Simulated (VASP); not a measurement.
# CdS (F-43m) in VASP: a series of runs, part 2 of 2

VASP 6.6.1. Earlier steps stand in the parts before.

## 3. Single point, PBE, non-collinear spin, zero start, spin-orbit coupling

This run uses another cell than the first one, of 23.32 Å³/atom.

Contents of INCAR:

```
SYSTEM = CdS
ALGO = Normal
EDIFF = 1E-6
ENCUT = 630
GGA = PE
GGA_COMPAT = .FALSE.
ISIF = 2
ISMEAR = -1
LASPH = .TRUE.
LCHARG = .FALSE.
LNONCOLLINEAR = .TRUE.
LORBIT = 11
LORBMOM = .TRUE.
LREAL = .FALSE.
LSORBIT = .TRUE.
LWAVE = .FALSE.
MAGMOM = 0 0 0 0 0 0
NBANDS = 38
NELM = 200
PREC = Accurate
SIGMA = 0.05
```

Contents of KPOINTS:

```
k-points
0
G
  8 8 8
  0 0 0
```

Contents of POSCAR:

```
CdS
1.0
    0.0000000000      2.8569628861      2.8569628861
    2.8569628861      0.0000000000      2.8569628861
    2.8569628861      2.8569628861      0.0000000000
Cd S
1 1
Direct
    0.0000000000      0.0000000000      0.0000000000
    0.7500000000      0.7500000000      0.7500000000
```

Potentials or basis: VASP PAW PBE potentials, release 64 (Cd_sv_GW, S).

Run with:

```sh
$ cat potpaw_PBE.64/Cd_sv_GW/POTCAR potpaw_PBE.64/S/POTCAR > POTCAR
$ mpirun -np 1 vasp_ncl > vasp.out
```

OUTCAR:

```text
SYSTEM = CdS
   EDIFF = 1E-6
   ENCUT = 630
   GGA = PE
   ISIF = 2
   ISMEAR = -1
   LASPH = .TRUE.
   LNONCOLLINEAR = .TRUE.
   LORBIT = 11
   LREAL = .FALSE.
   LSORBIT = .TRUE.
   NELM = 200
   PREC = Accurate

 ion  position               nearest neighbor table
   1  0.000  0.000  0.000-   2 2.47   2 2.47   2 2.47   2 2.47
   2  0.750  0.750  0.750-   1 2.47   1 2.47   1 2.47   1 2.47

  LATTYP: Found a face centered cubic cell.
 ALAT       =     5.7139257722

  Lattice vectors:

 A1 = (   0.0000000000,   2.8569628861,   2.8569628861)
 A2 = (   2.8569628861,   0.0000000000,   2.8569628861)
 A3 = (   2.8569628861,   2.8569628861,   0.0000000000)

Analysis of symmetry for initial positions (statically):
=====================================================================
 Subroutine PRICEL returns:
 Original cell was already a primitive cell.

 Routine SETGRP: Setting up the symmetry group for a
 face centered cubic supercell.

 Subroutine GETGRP returns: Found 24 space group operations
 (whereof 24 operations were pure point group operations)
 out of a pool of 48 trial point group operations.

The static configuration has the point symmetry T_d .

Analysis of symmetry for dynamics (positions and initial velocities):
=====================================================================
 Subroutine PRICEL returns:
 Original cell was already a primitive cell.

 Routine SETGRP: Setting up the symmetry group for a
 face centered cubic supercell.

 Subroutine GETGRP returns: Found 24 space group operations
 (whereof 24 operations were pure point group operations)
 out of a pool of 48 trial point group operations.

The dynamic configuration has the point symmetry T_d .

Analysis of structural, dynamic, and magnetic symmetry:
=====================================================================
 Subroutine PRICEL returns:
 Original cell was already a primitive cell.

 Routine SETGRP: Setting up the symmetry group for a
 face centered cubic supercell.

 Subroutine GETGRP returns: Found 24 space group operations
 (whereof 24 operations were pure point group operations)
 out of a pool of 48 trial point group operations.

The overall configuration has the point symmetry T_d .

 Subroutine INISYM returns: Found 24 space group operations
 (whereof 24 operations are pure point group operations),
 and found     1 'primitive' translations

----------------------------------------------------------------------------------------

                                     Primitive cell

  volume of cell :      46.6384

  direct lattice vectors                    reciprocal lattice vectors
[... 1136 lines left out ...]
  Direction    XX          YY          ZZ          XY          YZ          ZX
  --------------------------------------------------------------------------------------
  -------------------------------------------------------------------------------------
  Total        2.1479203      2.1479203      2.1479203      0.0000000      0.0000000      0.0000000
  in kB       73.7878666     73.7878666     73.7878666      0.0000000      0.0000000      0.0000000
  external PRESSURE =      73.7878666 kB  Pullay stress =       0.0000000 kB

 VOLUME and BASIS-vectors are now :
 -----------------------------------------------------------------------------
  energy-cutoff  :      630.00
  volume of cell :       46.64
      direct lattice vectors                 reciprocal lattice vectors
     0.000000000  2.856962886  2.856962886    -0.175011024  0.175011024  0.175011024
     2.856962886  0.000000000  2.856962886     0.175011024 -0.175011024  0.175011024
     2.856962886  2.856962886  0.000000000     0.175011024  0.175011024 -0.175011024

 POSITION                                       TOTAL-FORCE (eV/Angst)
 -----------------------------------------------------------------------------------
      0.00000      0.00000      0.00000         0.000000      0.000000      0.000000
      4.28544      4.28544      4.28544        -0.000000     -0.000000     -0.000000
 -----------------------------------------------------------------------------------
    total drift:                                0.000000      0.000000      0.000000

  FREE ENERGIE OF THE ION-ELECTRON SYSTEM (eV)
  ---------------------------------------------------
  free  energy   TOTEN  =        -6.5008342811 eV

  energy  without entropy=       -6.5008342463  energy(sigma->0) =       -6.50083426

 orbital moment (x)

 # of ion     p       d       f       tot
 ------------------------------------------------
  1        -0.000   0.000  -0.000  -0.000
  2        -0.000   0.000   0.000  -0.000
 ------------------------------------------------
           -0.000   0.000  -0.000  -0.000

 orbital moment (y)

 # of ion     p       d       f       tot
 ------------------------------------------------
  1        -0.000   0.000   0.000  -0.000
  2        -0.000   0.000   0.000  -0.000
 ------------------------------------------------
           -0.000   0.000   0.000  -0.000

 orbital moment (z)

 # of ion     p       d       f       tot
 ------------------------------------------------
  1         0.000  -0.000   0.000   0.000
  2         0.000   0.000   0.000   0.000
 ------------------------------------------------
            0.000  -0.000   0.000   0.000

 Spin-Orbit-Coupling matrix elements

 Ion:    1  E_soc:     -0.7860681
 l=   1
     0.0000000    -0.1194616    -0.1194616
    -0.1194616     0.0000000    -0.1194616
    -0.1194616    -0.1194616     0.0000000
 l=   2
     0.0000000    -0.0023486     0.0000000    -0.0023486    -0.0092011
    -0.0023486     0.0000000    -0.0069009    -0.0023486    -0.0023003
     0.0000000    -0.0069009     0.0000000    -0.0069009     0.0000000
    -0.0023486    -0.0023486    -0.0069009     0.0000000    -0.0023003
    -0.0092011    -0.0023003     0.0000000    -0.0023003     0.0000000
 l=   3
     0.0000000     0.0000000     0.0000000     0.0000000     0.0000000     0.0000000    -0.0000000
     0.0000000     0.0000000     0.0000000     0.0000000     0.0000000     0.0000000     0.0000000
     0.0000000     0.0000000     0.0000000    -0.0000000     0.0000000    -0.0000000     0.0000000
     0.0000000     0.0000000    -0.0000000     0.0000000    -0.0000000     0.0000000     0.0000000
     0.0000000     0.0000000     0.0000000    -0.0000000     0.0000000    -0.0000000     0.0000000
     0.0000000     0.0000000    -0.0000000     0.0000000    -0.0000000     0.0000000     0.0000000
    -0.0000000     0.0000000     0.0000000     0.0000000     0.0000000     0.0000000     0.0000000

 Ion:    2  E_soc:     -0.0021090
 l=   1
     0.0000000    -0.0003515    -0.0003515
    -0.0003515     0.0000000    -0.0003515
    -0.0003515    -0.0003515     0.0000000
 l=   2
     0.0000000     0.0000000     0.0000000     0.0000000     0.0000000
     0.0000000     0.0000000     0.0000000     0.0000000     0.0000000
     0.0000000     0.0000000     0.0000000     0.0000000     0.0000000
     0.0000000     0.0000000     0.0000000     0.0000000     0.0000000
     0.0000000     0.0000000     0.0000000     0.0000000     0.0000000
 l=   3
     0.0000000     0.0000000     0.0000000     0.0000000     0.0000000     0.0000000     0.0000000
     0.0000000     0.0000000     0.0000000     0.0000000     0.0000000     0.0000000     0.0000000
     0.0000000     0.0000000     0.0000000     0.0000000     0.0000000     0.0000000     0.0000000
     0.0000000     0.0000000     0.0000000     0.0000000     0.0000000     0.0000000     0.0000000
     0.0000000     0.0000000     0.0000000     0.0000000     0.0000000     0.0000000     0.0000000
     0.0000000     0.0000000     0.0000000     0.0000000     0.0000000     0.0000000     0.0000000
     0.0000000     0.0000000     0.0000000     0.0000000     0.0000000     0.0000000     0.0000000

 total charge

# of ion       s       p       d       f       tot
--------------------------------------------------
    1        2.275   6.243   9.178   0.009  17.705
    2        1.321   2.433   0.000   0.000   3.754
--------------------------------------------------
tot          3.596   8.676   9.178   0.009  21.459

 magnetization (x)

# of ion       s       p       d       f       tot
--------------------------------------------------
    1       -0.000   0.000  -0.000   0.000   0.000
    2        0.000   0.000   0.000   0.000   0.000
--------------------------------------------------
tot          0.000   0.000  -0.000   0.000   0.000

 magnetization (y)

# of ion       s       p       d       f       tot
--------------------------------------------------
    1        0.000   0.000   0.000  -0.000   0.000
    2        0.000  -0.000   0.000   0.000  -0.000
--------------------------------------------------
tot          0.000  -0.000   0.000  -0.000  -0.000

 magnetization (z)

# of ion       s       p       d       f       tot
--------------------------------------------------
    1       -0.000   0.000  -0.000   0.000  -0.000
    2       -0.000  -0.000   0.000   0.000  -0.000
--------------------------------------------------
tot         -0.000   0.000  -0.000   0.000  -0.000
```

It took 6.7 min on 1 thread of Intel Xeon Platinum 8488C (Sapphire Rapids), shared host; peak memory 0.47 GiB.

What came out:

```
Free energy                                           : -6.5008 eV
Pressure                                              : 7.4 GPa
Net moment                                            : 0.00 μB per cell
Valence electrons inside the program's atomic spheres : Cd 17.70; S 3.75
```

Moments on the atoms (μB; x, y, z):
```
Cd  0.00 0.00 0.00
S   0.00 0.00 0.00
```

Caveat: the cell stands under pressure.
